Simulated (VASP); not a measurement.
# In (P6/mmm) in VASP: further runs

Runs on In. Level: PBE. Tasks: relaxation of cell and atoms.

All numbers are computed with VASP 6.6.1; they aren't measurements. Logs are shortened: lines on timing, memory, paths and dates and some standing lists are left out, and cuts for length are marked.

## Step 1: The cell of the first run

It takes space group P6/mmm (No. 191, hexagonal). The conventional cell has a = 5.144 Å, b = 5.144 Å, c = 3.190 Å, α = 90.00°, β = 90.00°, γ = 120.00°. In (site symmetry 6/mmm) has 14 In at 3.19 to 3.37 Å within 4.2 Å. Within 3.9 Å of In (site symmetry -6m2) lie 11 In at 2.97 to 3.37 Å.

This isn't the form of In at room conditions, which is tetragonal.

## Step 2: Relaxation of cell and atoms, PBE, target pressure 6.2 GPa, at which the enthalpy is minimised

Input file INCAR:

```
ALGO = Normal
EDIFF = 1E-6
EDIFFG = -0.005
ENCUT = 600
GGA = PE
IBRION = 2
ISIF = 3
ISMEAR = -1
LASPH = T
LCHARG = F
LREAL = F
LWAVE = F
NELM = 80
NSW = 60
PREC = Accurate
PSTRESS = 62.0
SIGMA = 0.05
```

Input file KPOINTS:

```
k-points
0
Gamma
  7 7 10
```

Input file POSCAR:

```
In
1.0
    5.1444709141      0.0000000000      0.0000000000
   -2.5722354571      4.4552425007      0.0000000000
    0.0000000000      0.0000000000      3.1895719668
In
3
Direct
    0.0000000000      0.0000000000      0.0000000000
    0.3333333333      0.6666666667      0.5000000000
    0.6666666667      0.3333333333      0.5000000000
```

Potentials or basis: VASP PAW PBE potentials, release 64 (In_d).

Command:

```sh
> cat potpaw_PBE.64/In_d/POTCAR > POTCAR
> mpirun -np 1 vasp_std > vasp.out
```

OUTCAR:

```text
EDIFF = 1E-6
   EDIFFG = -0.005
   ENCUT = 600
   GGA = PE
   IBRION = 2
   ISIF = 3
   ISMEAR = -1
   LASPH = T
   LREAL = F
   NELM = 80
   NSW = 60
   PREC = Accurate
   PSTRESS = 62.0

 ion  position               nearest neighbor table
   1  0.000  0.000  0.000-   2 3.37   3 3.37   2 3.37   3 3.37   3 3.37   3 3.37   2 3.37   2 3.37
                             3 3.37   3 3.37   2 3.37   2 3.37
   2  0.333  0.667  0.500-   3 2.97   3 2.97   3 2.97   1 3.37   1 3.37   1 3.37   1 3.37   1 3.37
                             1 3.37
   3  0.667  0.333  0.500-   2 2.97   2 2.97   2 2.97   1 3.37   1 3.37   1 3.37   1 3.37   1 3.37
                             1 3.37

  LATTYP: Found a hexagonal cell.
 ALAT       =     5.1444709141
 C/A-ratio  =     0.6200000000

  Lattice vectors:

 A1 = (   5.1444709141,   0.0000000000,   0.0000000000)
 A2 = (  -2.5722354571,   4.4552425007,   0.0000000000)
 A3 = (   0.0000000000,   0.0000000000,   3.1895719668)

Analysis of symmetry for initial positions (statically):
=====================================================================
 Subroutine PRICEL returns:
 Original cell was already a primitive cell.

 Routine SETGRP: Setting up the symmetry group for a
 hexagonal supercell.

 Subroutine GETGRP returns: Found 24 space group operations
 (whereof 24 operations were pure point group operations)
 out of a pool of 24 trial point group operations.

The static configuration has the point symmetry D_6h.

Analysis of symmetry for dynamics (positions and initial velocities):
=====================================================================
 Subroutine PRICEL returns:
 Original cell was already a primitive cell.

 Routine SETGRP: Setting up the symmetry group for a
 hexagonal supercell.

 Subroutine GETGRP returns: Found 24 space group operations
 (whereof 24 operations were pure point group operations)
 out of a pool of 24 trial point group operations.

The dynamic configuration has the point symmetry D_6h.

 Subroutine INISYM returns: Found 24 space group operations
 (whereof 24 operations are pure point group operations),
 and found     1 'primitive' translations

----------------------------------------------------------------------------------------

                                     Primitive cell

  volume of cell :      73.1046

  direct lattice vectors                    reciprocal lattice vectors
     5.144470914  0.000000000  0.000000000     0.194383449  0.112227337  0.000000000
    -2.572235457  4.455242501  0.000000000     0.000000000  0.224454673  0.000000000
     0.000000000  0.000000000  3.189571967     0.000000000  0.000000000  0.313521692

  length of vectors
     5.144470914  5.144470914  3.189571967     0.224454673  0.224454673  0.313521692

  position of ions in fractional coordinates (direct lattice)
     0.000000000  0.000000000  0.000000000
     0.333333333  0.666666667  0.500000000
     0.666666667  0.333333333  0.500000000

  ion indices of the primitive-cell ions
   primitive index   ion index
                 1           1
                 2           2
                 3           3

----------------------------------------------------------------------------------------

 KPOINTS: k-points

Automatic generation of k-mesh.
 Grid dimensions read from file:
 generate k-points for:    7    7   10

 Generating k-lattice:

  Cartesian coordinates                     Fractional coordinates (reciprocal lattice)
     0.027769064  0.016032477  0.000000000     0.142857143  0.000000000  0.000000000
     0.000000000  0.032064953  0.000000000     0.000000000  0.142857143  0.000000000
     0.000000000  0.000000000  0.031352169     0.000000000  0.000000000  0.100000000

  Length of vectors
     0.032064953  0.032064953  0.031352169

  Shift w.r.t. Gamma in fractional coordinates (k-lattice)
     0.000000000  0.000000000  0.000000000

 Subroutine IBZKPT returns following result:
 ===========================================

 Found     48 irreducible k-points:

 Following reciprocal coordinates:
            Coordinates               Weight
  0.000000  0.000000  0.000000      1.000000
  0.142857  0.000000  0.000000      6.000000
  0.285714  0.000000  0.000000      6.000000
  0.428571 -0.000000  0.000000      6.000000
  0.142857  0.142857  0.000000      6.000000
  0.285714  0.142857  0.000000     12.000000
[... 16 lines left out ...]
  0.428571  0.142857  0.200000     12.000000
  0.285714  0.285714  0.200000     12.000000
 [... further k-points ...]
   k-points           NKPTS =     48   k-points in BZ     NKDIM =     48   number of bands    NBANDS=     23
   number of dos      NEDOS =    301   number of ions     NIONS =      3
   total plane-waves  NPLWV =  49392
   dimension x,y,z NGX =    42 NGY =   42 NGZ =   28
   dimension x,y,z NGXF=    84 NGYF=   84 NGZF=   56
   ions per type =               3
   NGX,Y,Z   is equivalent  to a cutoff of  13.57, 13.57, 14.59 a.u.
   NGXF,Y,Z  is equivalent  to a cutoff of  27.14, 27.14, 29.19 a.u.
 SYSTEM =  unknown system
   PREC   = accura    normal or accurate (medium, high low for compatibility)
   ISTART =      0    job   : 0-new  1-cont  2-samecut
   ICHARG =      2    charge: 1-file 2-atom 10-const
   ISPIN  =      1    spin polarized calculation?
   LNONCOLLINEAR =      F non collinear calculations
   LSORBIT =      F    spin-orbit coupling
   LASPH  =      T    aspherical Exc in radial PAW
   ENCUT  =  600.0 eV  44.10 Ry    6.64 a.u.  10.27 10.27  6.37*2*pi/ulx,y,z
   NELM   =     80;   NELMIN=  2; NELMDL= -5     # of ELM steps
   EDIFF  = 0.1E-05   stopping-criterion for ELM
   LREAL  =      F    real-space projection
   EDIFFG = -.5E-02   stopping-criterion for IOM
   NSW    =     60    number of steps for IOM
   IBRION =      2    ionic relax: 0-MD 1-quasi-New 2-CG
   NFREE  =      1    steps in history (QN), initial steepest desc. (CG)
   ISIF   =      3    stress and relaxation
   ISYM   =      2    0-nonsym 1-usesym 2-fastsym
   POTIM  = 0.5000    time-step for ionic-motion
   TEBEG  =    0.0;   TEEND  =   0.0 temperature during run
   PSTRESS=   62.0 pullay stress
   NELECT =      39.0000    total number of electrons
   NUPDOWN=      -1.0000    fix difference up-down
   EMIN   =  10.00;   EMAX   =-10.00  energy-range for DOS
   EFERMI =   0.00;   METHOD = LEGACY
   ISMEAR =    -1;   SIGMA  =   0.05  broadening in eV -4-tet -1-fermi 0-gaus
   EFERMI_NEDOS =   21; number of points for ismear=-14 and -15
   IALGO  =     38    algorithm
   IMIX   =      4    mixing-type and parameters
     AMIX     =   0.40;   BMIX     =  1.00
     AMIX_MAG =   1.60;   BMIX_MAG =  1.00
  volume/ion in A,a.u.               =      24.37       164.44
  Fermi-wavevector in a.u.,A,eV,Ry     =   1.327746  2.509075 23.985825  1.762908
  Thomas-Fermi vector in A             =   2.457035
   LORBIT       =      0    0 simple, 1 ext, 2 COOP (PROOUT), +10 PAW based schemes
   GGA     = PE    functional components
   LHFCALC =     F    Hartree Fock is set to
   AEXX    =    0.0000 exact exchange contribution
   IVDW    =     0    specifies the selected vdW correction
   LEPSILON=     F    determine dielectric tensor
   LRPA    =     F    only Hartree local field effects (RPA)
 conjugate gradient relaxation of ions
 non-spin polarized calculation
  energy-cutoff  :      600.00
  volume of cell :       73.10
 maximum number of plane-waves:      2458
 NGX is ok and might be reduce to    42
   NGX = 21   NGY = 21   NGZ = 13

--------------------------------------- Ionic step        1  -------------------------------------------

 number of electron      39.0000003 magnetization

 Free energy of the ion-electron system (eV)
  ---------------------------------------------------
  ext. energy  EPLUGINS =         0.00000000
  ---------------------------------------------------
  free energy    TOTEN  =        -7.46697028 eV

  energy without entropy =       -7.45811010  energy(sigma->0) =       -7.46254019

------------------------ aborting loop because EDIFF is reached ----------------------------------------

  FORCE on cell =-STRESS in cart. coord.  units (eV):
  Direction    XX          YY          ZZ          XY          YZ          ZX
  --------------------------------------------------------------------------------------
  -------------------------------------------------------------------------------------
  Total        3.1894941      3.1894941      2.7943967     -0.0000000     -0.0000000     -0.0000000
  in kB       69.9017278     69.9017278     61.2426775     -0.0000000     -0.0000000     -0.0000000
  external PRESSURE =       5.0153777 kB  Pullay stress =      62.0000000 kB
[... 219 lines left out ...]
  enthalpy is  TOTEN    =        -4.6402380760 eV   P V=        2.8470290658

--------------------------------------- Ionic step        7  -------------------------------------------

 number of electron      39.0000008 magnetization

 Free energy of the ion-electron system (eV)
  ---------------------------------------------------
  ext. energy  EPLUGINS =         0.00000000
  ---------------------------------------------------
  free energy    TOTEN  =        -7.48913053 eV

  energy without entropy =       -7.48025013  energy(sigma->0) =       -7.48469033

 E-fermi :   8.3398     XC(G=0): -10.5560

 val. band max:        8.2954848876   @ k =   0.2857   0.1429   0.3000
 cond. band min:       8.3570005176   @ k =   0.1429   0.1429   0.5000
 fundamental gap:      0.0615156300
 Fermi energy:         8.3398323536

 k-point     1 :       0.0000    0.0000    0.0000
  band No.  band energies     occupation
      1      -6.7507      2.00000
      2      -6.4774      2.00000
      3      -6.4612      2.00000
      4      -6.4612      2.00000
      5      -6.4471      2.00000
      6      -6.3070      2.00000
[... 613 lines left out ...]
     22      11.3984      0.00000
     23      12.0848      0.00000

 [... further k-points ...]

------------------------ aborting loop because EDIFF is reached ----------------------------------------

  FORCE on cell =-STRESS in cart. coord.  units (eV):
  Direction    XX          YY          ZZ          XY          YZ          ZX
  --------------------------------------------------------------------------------------
  -------------------------------------------------------------------------------------
  Total        2.8406074      2.8406074      2.8394336     -0.0000000     -0.0000000      0.0000000
  in kB       61.8200758     61.8200758     61.7945304     -0.0000000     -0.0000000      0.0000000
  external PRESSURE =      -0.1884393 kB  Pullay stress =      62.0000000 kB
[... 18 lines left out ...]
  FREE ENERGIE OF THE ION-ELECTRON SYSTEM (eV)
  ---------------------------------------------------
  free  energy   TOTEN  =        -7.4891305348 eV

  energy  without entropy=       -7.4802501260  energy(sigma->0) =       -7.48469033

  enthalpy is  TOTEN    =        -4.6402556854 eV   P V=        2.8488748494

 reached required accuracy - stopping structural energy minimisation
```

Run time: 9.3 min. Hardware: 1 thread of Intel Xeon 8259CL, shared host; peak memory 0.26 GiB.

Results:

```
Free energy                                                : -7.4891 eV
Relaxed volume                                             : 24.54 Å³/atom
Relaxed cell                                               : a = 5.175 Å, b = 5.175 Å, c = 3.175 Å, α = 90.00°, β = 90.00°, γ = 120.00°
Space group after relaxing (to 0.1 Å)                      : P6/mmm (No. 191)
Energy change on relaxing (the run minimises the enthalpy) : -7.4 meV/atom
Ionic steps                                                : 7
Pressure after relaxing                                    : 6.2 GPa
Band gap on the k mesh                                     : zero (an odd number of electrons rules out a gap without spin polarisation)
```

Step by step:
| step | energy change (eV) | largest force (eV/Å) | pressure (GPa) | volume (Å³) |
| --- | --- | --- | --- | --- |
| 1 | 0.0000 | 0.0000 | 6.70 | 73.10 |
| 2 | -0.0331 | 0.0000 | 5.98 | 73.91 |
| 3 | -0.0294 | 0.0000 | 6.07 | 73.82 |
| 4 | -0.0248 | 0.0000 | 6.15 | 73.69 |
| 5 | -0.0233 | 0.0000 | 6.17 | 73.65 |
| 6 | -0.0203 | 0.0000 | 6.23 | 73.57 |
| 7 | -0.0222 | 0.0000 | 6.18 | 73.62 |

Final structure:
```xyz
3
Lattice="5.1747 0.0000 0.0000 -2.5874 4.4814 0.0000 0.0000 0.0000 3.1746" Properties=species:S:1:pos:R:3 pbc="T T T"
In    0.0000    0.0000    0.0000
In    0.0000    2.9876    1.5873
In    2.5874    1.4938    1.5873
```

Caveat: the cell is relaxed towards a set pressure, so the run minimises the enthalpy, not the energy; spin-orbit coupling is left out, which moves the levels of the heavy elements.

## Step 3: Relaxation of cell and atoms, PBE, target pressure 6.2 GPa, at which the enthalpy is minimised

This run uses another cell than the first one, of 24.53 Å³/atom.

Input file INCAR:

```
  ALGO = Normal
  EDIFF = 1E-6
  EDIFFG = -0.005
  ENCUT = 600
  GGA = PE
  IBRION = 2
  ISIF = 3
  ISMEAR = -1
  LASPH = True
  LCHARG = False
  LREAL = False
  LWAVE = False
  NELM = 80
  NSW = 32
  PREC = Accurate
  PSTRESS = 62.0
  SIGMA = 0.05
```

KPOINTS is that of step 2.

Input file POSCAR:

```
In
1.0
    5.1739501399      0.0000000000      0.0000000000
   -2.5869750700      4.4807722590      0.0000000000
    0.0000000000      0.0000000000      3.1737417104
In
3
Direct
    0.0000000000      0.0000000000      0.0000000000
    0.3333333333      0.6666666667      0.5000000000
    0.6666666667      0.3333333333      0.5000000000
```

Potentials or basis: VASP PAW PBE potentials, release 64 (In_d).

Command:

```sh
> cat potpaw_PBE.64/In_d/POTCAR > POTCAR
> mpirun -np 1 vasp_std > vasp.out
```

It took 2 min on 1 thread of Intel Xeon 8259CL, shared host; peak memory 0.25 GiB.

It converged, with:

```yaml
Free_energy: -7.4876 eV
Pressure_after_relaxing: 6.2 GPa
Band_gap_on_the_k_mesh: zero (an odd number of electrons rules out a gap without spin polarisation)
```

Final structure:
```cif
data_structure
_symmetry_space_group_name_H-M 'P 1'
_symmetry_Int_Tables_number 1
_cell_length_a 5.1740
_cell_length_b 5.1740
_cell_length_c 3.1737
_cell_angle_alpha 90.000
_cell_angle_beta 90.000
_cell_angle_gamma 120.000
_cell_volume 73.58
loop_
_atom_site_label
_atom_site_type_symbol
_atom_site_fract_x
_atom_site_fract_y
_atom_site_fract_z
_atom_site_occupancy
In1 In 0.00000 0.00000 0.00000 1
In2 In 0.33333 0.66667 0.50000 1
In3 In 0.66667 0.33333 0.50000 1
```

Levels at points of the mesh, in eV from the Fermi level:
| k point | band 17 | band 18 | band 19 | band 20 | band 21 | band 22 |
| --- | --- | --- | --- | --- | --- | --- |
| (0.00, 0.00, 0.00) | -2.71 | -2.48 | -1.23 | -1.23 | -1.12 | -1.12 |
| (0.00, 0.00, 0.50) | -5.42 | 1.14 | 1.16 | 1.16 | 1.33 | 1.34 |

Caveat: the relaxation stopped at its first step, so nothing moved; the cell is relaxed towards a set pressure, so the run minimises the enthalpy, not the energy; spin-orbit coupling is left out, which moves the levels of the heavy elements.
